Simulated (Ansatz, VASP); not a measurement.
InAs in VASP and in Ansatz

INCAR

```
SYSTEM = InAs
ALGO = Normal
EDIFF = 1E-7
EDIFFG = -0.001
ENCUT = 600
GGA = PS
IBRION = 2
ISIF = 3
ISMEAR = -1
LASPH = .True.
LCHARG = .False.
LREAL = .False.
LWAVE = .False.
NELM = 80
NSW = 80
PREC = Accurate
SIGMA = 0.15
```

KPOINTS

```
k-points
0
Gamma
  12 12 12
  0 0 0
```

File POSCAR:

```
InAs
1.0
    0.0000000000      3.0437950975      3.0437950975
    3.0437950975      0.0000000000      3.0437950975
    3.0437950975      3.0437950975      0.0000000000
In As
1 1
Direct
    0.2500000000      0.2500000000      0.2500000000
    0.0000000000      0.0000000000      0.0000000000
```

Input for Ansatz:

```yaml
crystal:
  lattice:
    - [0.0, 3.0437950975, 3.0437950975]
    - [3.0437950975, 0.0, 3.0437950975]
    - [3.0437950975, 3.0437950975, 0.0]
  atoms:
    - { symbol: In, position: [0.25, 0.25, 0.25] }
    - { symbol: As, position: [0.0, 0.0, 0.0] }
basis:
  ecutwfc: 420
kpoints:
  mp_grid: { grid: [12, 12, 12] }
hamiltonian:
  xc: pbesol
  pseudopotentials: { kind: paw, azcp: { folder: soft_1 } }
scf:
  occupations: { method: fermi_dirac, width: 0.15 }
output:
  forces: true
  stress: true
  eigenvalues: true
relax:
  adjacent_minimum: "off"
  f_tol: 0.001
  max_steps: 60
  cell: { stress_tol: 0.01 }
```

Alike in both runs: task relaxation of cell and atoms; functional PBEsol; k mesh 12 × 12 × 12; occupations fermi-dirac, width 0.15 eV; no spin polarisation.

|  | VASP | Ansatz |
| --- | --- | --- |
| version | VASP 6.6.1 | Ansatz 0.2.0 |
| potentials or method | VASP PAW PBE potentials, release 64 (In_d, As), cutoff 600 eV | scalar-relativistic, plane waves, PAW |
| valence electrons in the cell | 18 | 28 |

Ansatz gave:

```
gap on the k mesh at the Fermi level, each at its own relaxed structure (eV) : none
relaxed volume (Å³/atom)                                                     : 28.21
relaxed length of the cell vector where the two differ most in proportion (Å)              : 4.305
```

**Question.** Which values does VASP return?

**Answer.** gap on the k mesh at the Fermi level, each at its own relaxed structure (eV): none; relaxed volume (Å³/atom): 28.25; relaxed length of the cell vector where the two differ most in proportion (Å): 4.307.

VASP's potentials were made for PBE, not for PBEsol, and Ansatz warns of the same on its side. A gap of «none» marks a metal or a gap that the smearing closes. VASP's potentials hold 18 valence electrons a cell and Ansatz's 28, so a difference there can come from the potentials and not from the codes.
